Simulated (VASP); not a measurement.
Input of a VASP 6.6.1 run:

File INCAR:

```
ALGO = Normal ; EDIFF = 1E-6
ENCUT = 520 ; GGA = PE
ISIF = 2 ; ISMEAR = 0
LASPH = True ; LCHARG = False
LREAL = False ; LWAVE = False
NBANDS = 16 ; NELM = 100
PREC = Accurate ; SIGMA = 0.05
```

KPOINTS

```
k-points
0
Gamma
  9 9 6
```

Contents of POSCAR:

```
Se
1.0
    4.3662000000      0.0000000000      0.0000000000
   -2.1831000000      3.7812401180      0.0000000000
    0.0000000000      0.0000000000      4.9536000000
Se
3
Direct
    0.2254000000      0.0000000000      0.3333333333
    0.0000000000      0.2254000000      0.6666666667
    0.7746000000      0.7746000000      0.0000000000
```

Potentials or basis: VASP PAW PBE potentials, release 64 (Se).

The run is started by

```bash
$ cat potpaw_PBE.64/Se/POTCAR > POTCAR
$ mpirun -np 1 vasp_std > vasp.out
```

Q: Predict the pressure.

A: 2.9 GPa.

Q: Estimate the largest force.

A: 0.434 eV/Å.

Stress tensor (GPa, compression positive):
```
2.30 0.00 0.00
0.00 2.30 0.00
0.00 0.00 4.13
```
